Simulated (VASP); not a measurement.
A run of VASP 6.6.1:

The input INCAR:

```
PREC = Accurate
ENCUT = 520
EDIFF = 1E-6
ISMEAR = 0
SIGMA = 0.1
LREAL = F
LASPH = T
NELM = 80
ALGO = Fast
ISIF = 2
LWAVE = F
LCHARG = F
NBANDS = 19
```

KPOINTS

```
regular mesh
0
Gamma
  18 18 10
```

Contents of POSCAR:

```
Zn
1.0
    2.5509309827      0.0000000000      0.0000000000
   -1.2754654914      2.2091710343      0.0000000000
    0.0000000000      0.0000000000      4.8503847384
Zn
2
Direct
    0.3333333333      0.6666666667      0.2500000000
    0.6666666667      0.3333333333      0.7500000000
```

Potentials or basis: VASP PAW LDA potentials, release 64 (Zn).

The run is started by

```sh
$ cat potpaw_LDA.64/Zn/POTCAR > POTCAR
$ mpirun -np 1 vasp_std > vasp.out
```

Hardware: 1 thread of Intel(R) Xeon(R) Platinum 8259CL CPU @ 2.50GHz (Skylake/Cascade Lake), with other jobs on the host.

Task: How long does it take, and how much memory?

Result: Run time: 67 s on 1 thread of Intel(R) Xeon(R) Platinum 8259CL CPU @ 2.50GHz (Skylake/Cascade Lake), with other jobs on the host, peak memory 0.2 GiB. Counts: scf iterations 12, k points 222.
